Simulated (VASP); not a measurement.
The system is ZnS.

```
Zn S
1.0
     1.90307    1.09874    9.35195
    -1.90307    1.09874    9.35195
     0.00000   -2.19748    9.35195
Zn S
3 3
Cartesian
  0.0000 0.0000 28.0550
  0.0000 0.0000 6.2360
  0.0000 0.0000 12.4740
  0.0000 0.0000 2.3361
  0.0000 0.0000 14.8091
  0.0000 0.0000 8.5672
```

Base run:

* Program: VASP 6.6.1
* Functional: PBEsol
* Potentials or basis: VASP PAW PBE potentials, release 64 (Zn, S)
* Cutoff: 500 eV
* k mesh: 6 × 6 × 6
* Occupations: gaussian, width 0.01 eV
* Spin: no spin polarisation

Its results: band gap on the k mesh 2.06 eV; pressure -1.1 GPa; largest force 0.010 eV/Å.

Question: The run is repeated on the same cell with these changes: hubbard terms from none to Zn d U = 2.0 eV. What comes out?

Answer: Band gap on the k mesh 2.19 eV; pressure -1.7 GPa; largest force 0.013 eV/Å.

The U term pushes filled and empty states of the shell apart.

Caveats: the PAW data sets were made with another functional, which shifts forces and pressure a little.

A k mesh can miss the band edges.
